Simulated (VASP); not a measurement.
Runs of VASP 6.6.1 on Ru2Pb. The structure is that of space group P6/mmm (No. 191), or close to it. The cells are those of the table. 

```csv
task,cell,k mesh,cutoff (eV),gap on the mesh (eV),pressure (GPa)
single point,"a = 4.426, b = 4.426, c = 3.143 Å, angles 90.0, 90.0, 120.0°, 3 atoms",12 × 12 × 14,520,none,0.1
relaxation of cell and atoms,"relaxed from a = 4.707, b = 4.707, c = 2.992 Å, angles 90.0, 90.0, 120.0°, 3 atoms",6 × 6 × 6,600,none,0.0
single point,"a = 4.707, b = 4.707, c = 2.992 Å, angles 90.0, 90.0, 120.0°, 3 atoms",6 × 6 × 6,520,none,-11.9
single point,"a = 4.426, b = 4.426, c = 3.143 Å, angles 90.0, 90.0, 120.0°, 3 atoms",6 × 6 × 6,520,none,(a)
relaxation of cell and atoms,"relaxed from a = 4.426, b = 4.426, c = 3.143 Å, angles 90.0, 90.0, 120.0°, 3 atoms",12 × 12 × 14,600,none,0.1
```

Alike in all rows: level PBE; potentials or basis VASP PAW PBE potentials, release 64 (Ru_pv, Pb_d); no spin polarisation; smearing gaussian 0.1 eV.

Q: Estimate the missing entries.

A: (a) -0.1.

Caveats: spin-orbit coupling is left out, which moves the levels of the heavy elements; the relaxation stopped at its first step, so nothing moved (some runs).

A k mesh can miss the band edges, and the runs leave out spin-orbit coupling on Pb, Ru.

A gap of «none» marks levels without a gap at the run's occupations.
